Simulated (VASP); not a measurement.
Input of a VASP 6.6.1 run:

File INCAR:

```
  ALGO = Normal
  EDIFF = 1E-8
  ENCUT = 500
  GGA_COMPAT = F
  IBRION = 8
  ISIF = 2
  ISMEAR = -1
  LASPH = T
  LCHARG = T
  LREAL = F
  LWAVE = F
  NBANDS = 16
  NELM = 120
  NSW = 1
  PREC = Accurate
  SIGMA = 0.1
```

File KPOINTS:

```
k-points
0
Gamma
  12 12 12
```

File POSCAR:

```
InAs
1.0
    0.0000000000      2.9927927416      2.9927927416
    2.9927927416      0.0000000000      2.9927927416
    2.9927927416      2.9927927416      0.0000000000
In As
1 1
Direct
    0.0000000000      0.0000000000      0.0000000000
    0.7500000000      0.7500000000      0.7500000000
```

Potentials or basis: VASP PAW LDA potentials, release 64 (In_d, As).

Command:

```bash
$ cat potpaw_LDA.64/In_d/POTCAR potpaw_LDA.64/As/POTCAR > POTCAR
$ mpirun -np 1 vasp_std > vasp.out
```

Task: What does it give for the highest phonon frequency at Γ, LO-TO splitting left out?

Result: 222 cm⁻¹.

Phonon frequencies in cm⁻¹ (negative: imaginary):
```csv
q point,frequencies
"(0.000, 0.000, 0.000)",0 0 0 222 222 222
```

Caveat: the cell stands under pressure or tension, which shifts response properties.
